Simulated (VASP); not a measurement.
Here is a VASP 6.6.1 calculation.

INCAR

```
SYSTEM = Yb
PREC = Accurate ; ENCUT = 520
EDIFF = 1E-6 ; ISMEAR = -1
SIGMA = 0.01 ; LREAL = .FALSE.
LASPH = .TRUE. ; NELM = 80
ALGO = Normal ; ISIF = 2
LWAVE = .FALSE. ; LCHARG = .FALSE.
GGA = PE ; NBANDS = 18
```

The input KPOINTS:

```
Automatic mesh
0
G
  10 10 10
  0 0 0
```

File POSCAR:

```
Yb
1.0
    0.0000000000      2.6151647068      2.6151647068
    2.6151647068      0.0000000000      2.6151647068
    2.6151647068      2.6151647068      0.0000000000
Yb
1
Direct
    0.0000000000      0.0000000000      0.0000000000
```

Potentials or basis: VASP PAW PBE potentials, release 64 (Yb).

Run with:

```sh
$ cat potpaw_PBE.64/Yb/POTCAR > POTCAR
$ mpirun -np 1 vasp_std > vasp.out
```

Q: Predict the pressure.

A: 0.1 GPa.

Q: Estimate the band gap on the k mesh.

A: Zero (band 12 reaches 1.62 eV, above the bottom of band 13 at 1.60 eV).

Caveat: spin-orbit coupling is left out, which moves the levels of the heavy elements. Spin polarisation is off, so any magnetic state and its effect on volume and gap are missing.
